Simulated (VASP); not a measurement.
# Mg (Im-3m) in VASP: a series of runs, part 2 of 2

VASP 6.6.1. Earlier steps stand in the parts before.

## (4) Relaxation of cell and atoms, PBE, target pressure 15 GPa, at which the enthalpy is minimised

Contents of INCAR:

```
SYSTEM = Mg
  PREC = Accurate
  ENCUT = 600
  EDIFF = 1E-6
  ISMEAR = -1
  SIGMA = 0.1
  LREAL = .False.
  LASPH = .True.
  NELM = 60
  ALGO = Normal
  ISIF = 3
  LWAVE = .False.
  LCHARG = .False.
  GGA = PE
  IBRION = 2
  NSW = 32
  EDIFFG = -0.005
  PSTRESS = 150.0
```

Contents of KPOINTS:

```
Automatic mesh
0
Gamma
  16 16 16
  0 0 0
```

Contents of POSCAR:

```
Mg
1.0
   -1.6431413672      1.6431413672      1.6431413672
    1.6431413672     -1.6431413672      1.6431413672
    1.6431413672      1.6431413672     -1.6431413672
Mg
1
Direct
    0.0000000000      0.0000000000      0.0000000000
```

Potentials or basis: VASP PAW PBE potentials, release 64 (Mg).

Launch:

```console
$ cat potpaw_PBE.64/Mg/POTCAR > POTCAR
$ mpirun -np 1 vasp_std > vasp.out
```

OUTCAR:

```text
SYSTEM = Mg
   PREC = Accurate
   ENCUT = 600
   EDIFF = 1E-6
   ISMEAR = -1
   LREAL = .False.
   LASPH = .True.
   NELM = 60
   ISIF = 3
   GGA = PE
   IBRION = 2
   NSW = 32
   EDIFFG = -0.005
   PSTRESS = 150.0

 ion  position               nearest neighbor table
   1  0.000  0.000  0.000-

  LATTYP: Found a body centered cubic cell.
 ALAT       =     3.2862827344

  Lattice vectors:

 A1 = (  -1.6431413672,   1.6431413672,   1.6431413672)
 A2 = (   1.6431413672,  -1.6431413672,   1.6431413672)
 A3 = (   1.6431413672,   1.6431413672,  -1.6431413672)

Analysis of symmetry for initial positions (statically):
=====================================================================
 Subroutine PRICEL returns:
 Original cell was already a primitive cell.

 Routine SETGRP: Setting up the symmetry group for a
 body centered cubic supercell.

 Subroutine GETGRP returns: Found 48 space group operations
 (whereof 48 operations were pure point group operations)
 out of a pool of 48 trial point group operations.

The static configuration has the point symmetry O_h .

Analysis of symmetry for dynamics (positions and initial velocities):
=====================================================================
 Subroutine PRICEL returns:
 Original cell was already a primitive cell.

 Routine SETGRP: Setting up the symmetry group for a
 body centered cubic supercell.

 Subroutine GETGRP returns: Found 48 space group operations
 (whereof 48 operations were pure point group operations)
 out of a pool of 48 trial point group operations.

The dynamic configuration has the point symmetry O_h .

 Subroutine INISYM returns: Found 48 space group operations
 (whereof 48 operations are pure point group operations),
 and found     1 'primitive' translations

----------------------------------------------------------------------------------------

                                     Primitive cell

  volume of cell :      17.7454

  direct lattice vectors                    reciprocal lattice vectors
    -1.643141367  1.643141367  1.643141367     0.000000000  0.304295181  0.304295181
     1.643141367 -1.643141367  1.643141367     0.304295181  0.000000000  0.304295181
     1.643141367  1.643141367 -1.643141367     0.304295181  0.304295181  0.000000000

  length of vectors
     2.846004332  2.846004332  2.846004332     0.430338372  0.430338372  0.430338372

  position of ions in fractional coordinates (direct lattice)
     0.000000000  0.000000000  0.000000000

  ion indices of the primitive-cell ions
   primitive index   ion index
                 1           1

----------------------------------------------------------------------------------------

 KPOINTS: Automatic mesh

Automatic generation of k-mesh.
[... 94 lines left out ...]
   IVDW    =     0    specifies the selected vdW correction
   LEPSILON=     F    determine dielectric tensor
   LRPA    =     F    only Hartree local field effects (RPA)
 conjugate gradient relaxation of ions
 non-spin polarized calculation
  energy-cutoff  :      600.00
  volume of cell :       17.75
 maximum number of plane-waves:       610
   NGX = 11   NGY = 11   NGZ = 11

--------------------------------------- Ionic step        1  -------------------------------------------

 number of electron       2.0000000 magnetization

 Free energy of the ion-electron system (eV)
  ---------------------------------------------------
  ext. energy  EPLUGINS =         0.00000000
  ---------------------------------------------------
  free energy    TOTEN  =        -1.29129352 eV

  energy without entropy =       -1.27910387  energy(sigma->0) =       -1.28519870

------------------------ aborting loop because EDIFF is reached ----------------------------------------

  FORCE on cell =-STRESS in cart. coord.  units (eV):
  Direction    XX          YY          ZZ          XY          YZ          ZX
  --------------------------------------------------------------------------------------
  -------------------------------------------------------------------------------------
  Total        1.6552362      1.6552362      1.6552362      0.0000000     -0.0000000      0.0000000
  in kB      149.4465146    149.4465146    149.4465146      0.0000000     -0.0000000      0.0000000
  external PRESSURE =      -0.5534854 kB  Pullay stress =     150.0000000 kB

 VOLUME and BASIS-vectors are now :
 -----------------------------------------------------------------------------
  energy-cutoff  :      600.00
  volume of cell :       17.75
      direct lattice vectors                 reciprocal lattice vectors
    -1.643141367  1.643141367  1.643141367     0.000000000  0.304295181  0.304295181
     1.643141367 -1.643141367  1.643141367     0.304295181  0.000000000  0.304295181
     1.643141367  1.643141367 -1.643141367     0.304295181  0.304295181  0.000000000

 POSITION                                       TOTAL-FORCE (eV/Angst)
 -----------------------------------------------------------------------------------
      0.00000      0.00000      0.00000        -0.000000      0.000000      0.000000
 -----------------------------------------------------------------------------------
    total drift:                                0.000000      0.000000      0.000000

  FREE ENERGIE OF THE ION-ELECTRON SYSTEM (eV)
  ---------------------------------------------------
  free  energy   TOTEN  =        -1.2912935232 eV

  energy  without entropy=       -1.2791038687  energy(sigma->0) =       -1.28519870

  enthalpy is  TOTEN    =         0.3700730046 eV   P V=        1.6613665278

--------------------------------------- Ionic step        2  -------------------------------------------

 number of electron       2.0000000 magnetization

 Free energy of the ion-electron system (eV)
  ---------------------------------------------------
  ext. energy  EPLUGINS =         0.00000000
  ---------------------------------------------------
  free energy    TOTEN  =        -1.28982175 eV

  energy without entropy =       -1.27764141  energy(sigma->0) =       -1.28373158

 E-fermi :   4.1737     XC(G=0):  -9.3328

 val. band max:        4.1349042905   @ k =   0.3750   0.1875   0.0625
 cond. band min:       4.1989361474   @ k =   0.5000   0.5000   0.1875
 fundamental gap:      0.0640318569
 Fermi energy:         4.1736844193

 k-point     1 :       0.0000    0.0000    0.0000
  band No.  band energies     occupation
      1      -3.9794      2.00000
      2      19.0314      0.00000
      3      19.0314      0.00000
      4      19.0314      0.00000
      5      21.3322      0.00000
[... 177 lines left out ...]
 k-point    24 :       0.2500    0.1875    0.0000
  band No.  band energies     occupation
      1      -0.0401      2.00000
      2       7.8744      0.00000
      3       9.9772      0.00000
      4      14.9729      0.00000
      5      19.1008      0.00000

 [... further k-points ...]

------------------------ aborting loop because EDIFF is reached ----------------------------------------

  FORCE on cell =-STRESS in cart. coord.  units (eV):
  Direction    XX          YY          ZZ          XY          YZ          ZX
  --------------------------------------------------------------------------------------
  -------------------------------------------------------------------------------------
  Total        1.6623694      1.6623694      1.6623694      0.0000000      0.0000000      0.0000000
  in kB      150.2237906    150.2237906    150.2237906      0.0000000      0.0000000      0.0000000
  external PRESSURE =       0.2237906 kB  Pullay stress =     150.0000000 kB

 VOLUME and BASIS-vectors are now :
 -----------------------------------------------------------------------------
  energy-cutoff  :      600.00
  volume of cell :       17.73
      direct lattice vectors                 reciprocal lattice vectors
    -1.642655423  1.642655423  1.642655423     0.000000000  0.304385200  0.304385200
     1.642655423 -1.642655423  1.642655423     0.304385200  0.000000000  0.304385200
     1.642655423  1.642655423 -1.642655423     0.304385200  0.304385200  0.000000000

 POSITION                                       TOTAL-FORCE (eV/Angst)
 -----------------------------------------------------------------------------------
      3.28531      0.00000      0.00000         0.000000     -0.000000     -0.000000
 -----------------------------------------------------------------------------------
    total drift:                               -0.000000      0.000000      0.000000

  FREE ENERGIE OF THE ION-ELECTRON SYSTEM (eV)
  ---------------------------------------------------
  free  energy   TOTEN  =        -1.2898217484 eV

  energy  without entropy=       -1.2776414137  energy(sigma->0) =       -1.28373158

  enthalpy is  TOTEN    =         0.3700712126 eV   P V=        1.6598929611

 reached required accuracy - stopping structural energy minimisation
```

It took 16 s on 1 thread of Intel Xeon 8259CL, shared host; peak memory 0.16 GiB.

Results:

* Free energy: -1.2898 eV
* Relaxed volume: 17.73 Å³/atom
* Relaxed cell: a = 2.845 Å, b = 2.845 Å, c = 2.845 Å, α = 109.47°, β = 109.47°, γ = 109.47°
* Space group after relaxing (to 0.1 Å): Im-3m (No. 229)
* Energy change on relaxing (the run minimises the enthalpy): +1.5 meV/atom
* Ionic steps: 2
* Pressure after relaxing: 15.0 GPa
* Band gap on the k mesh: zero (bands 1 and 2 overlap by 4.92 eV)

Step by step:
```csv
step,energy change (eV),largest force (eV/Å),pressure (GPa),volume (Å³)
1,0.0000,0.0000,14.94,17.75
2,0.0015,0.0000,15.02,17.73
```

Final structure:
```
Mg
1.0
    -1.64266    1.64266    1.64266
     1.64266   -1.64266    1.64266
     1.64266    1.64266   -1.64266
Mg
1
Direct
  0.00000 0.00000 0.00000
```

Caveat: the cell is relaxed towards a set pressure, so the run minimises the enthalpy, not the energy.
